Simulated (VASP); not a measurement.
As: single point with PBEsol

The system is As.

```xyz
2
Lattice="1.9079 1.1016 3.4335 -1.9079 1.1016 3.4335 0.0000 -2.2031 3.4335" Properties=species:S:1:pos:R:3 pbc="T T T"
As    0.0000    0.0000    2.3438
As    0.0000    0.0000    7.9567
```

This cell differs from its parent crystal: strain +0.015 along x and y, -0.015 along z.

```
Program                : VASP 6.6.1
Task                   : single point
Functional             : PBEsol
Potentials or basis    : VASP PAW PBE potentials, release 64 (As)
Cutoff                 : 520 eV
k mesh                 : 18 × 18 × 18
Occupations            : gaussian, width 0.15 eV
Spin                   : no spin polarisation
Dipole correction      : no
Further INCAR settings : ALGO = Normal; EDIFF = 1e-07; NBANDS = 12
```

```
Pressure               : -1.1 GPa
Largest force          : 0.205 eV/Å
Band gap on the k mesh : zero (bands 5 and 6 overlap by 0.32 eV)
```

Forces on the atoms (eV/Å):
```
As   0.000  0.000  0.205
As   0.000  0.000 -0.205
```

Stress tensor (GPa, compression positive):
```
-1.41  0.00  0.00
 0.00 -1.41  0.00
 0.00  0.00 -0.53
```

Levels at points of the mesh, in eV from the Fermi level:
```csv
k point,band 3,band 4,band 5,band 6,band 7,band 8
"(0.00, 0.00, 0.00)",-2.24,-2.08,-2.08,1.75,2.95,2.95
"(0.50, 0.00, 0.00)",-2.72,-2.48,-0.39,-0.30,0.43,1.19
"(0.50, 0.50, 0.00)",-6.03,-4.19,-4.13,1.46,5.53,6.73
"(0.50, 0.50, 0.50)",-1.80,-1.80,-0.88,0.54,0.54,1.64
```

Wall time 8.1 min on 1 thread of AMD EPYC 7R13, on a shared host, peak memory 0.34 GiB.

Caveat: the cell differs from its parent crystal (strain +0.015 along x and y, -0.015 along z); the PAW data sets were made with another functional, which shifts forces and pressure a little.
